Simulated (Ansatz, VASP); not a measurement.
LiCl: VASP beside Ansatz

Contents of INCAR:

```
PREC = Accurate
ENCUT = 520
EDIFF = 1E-6
ISMEAR = 0
SIGMA = 0.022
LREAL = F
LASPH = T
NELM = 80
ALGO = Normal
ISIF = 2
LWAVE = F
LCHARG = F
GGA = PE
NBANDS = 12
```

The input KPOINTS:

```
regular mesh
0
Gamma
  9 9 9
```

POSCAR

```
LiCl
1.0
    0.0000000000      2.5647700000      2.5647700000
    2.5647700000      0.0000000000      2.5647700000
    2.5647700000      2.5647700000      0.0000000000
Cl Li
1 1
Direct
    0.5000000000      0.5000000000      0.5000000000
    0.0000000000      0.0000000000      0.0000000000
```

input.yaml

```yaml
crystal:
  lattice:
    - [0.0, 2.56477, 2.56477]
    - [2.56477, 0.0, 2.56477]
    - [2.56477, 2.56477, 0.0]
  atoms:
    - { symbol: Cl, position: [0.5, 0.5, 0.5] }
    - { symbol: Li, position: [0.0, 0.0, 0.0] }
kpoints:
  mp_grid: { grid: [9, 9, 9] }
scf:
  occupations: { method: gaussian, width: 0.022 }
hamiltonian:
  xc: pbe
  pseudopotentials: { kind: all_electron, lapw: { basis_error: 0.001 } }
output:
  forces: true
  stress: true
  eigenvalues: true
```

Alike in both runs: task single point; functional PBE; k mesh 9 × 9 × 9; occupations gaussian, width 0.022 eV; no spin polarisation.

```csv
,VASP,Ansatz
version,VASP 6.6.1,Ansatz 0.2.0
potentials or method,"VASP PAW PBE potentials, release 64 (Cl, Li_sv), cutoff 520 eV","all-electron LAPW, scalar-relativistic"
```

|  | VASP | Ansatz | Ansatz less VASP |
| --- | --- | --- | --- |
| gap on the k mesh at the Fermi level (eV) | 6.34 | 6.33 | -0.016 |
| least direct gap on the mesh (eV) | 6.34 | 6.33 | -0.016 |

Ansatz ran all-electron here, and VASP with PAW potentials.

Noted on VASP's run: the cutoff is short for stress, so the pressure is rough.
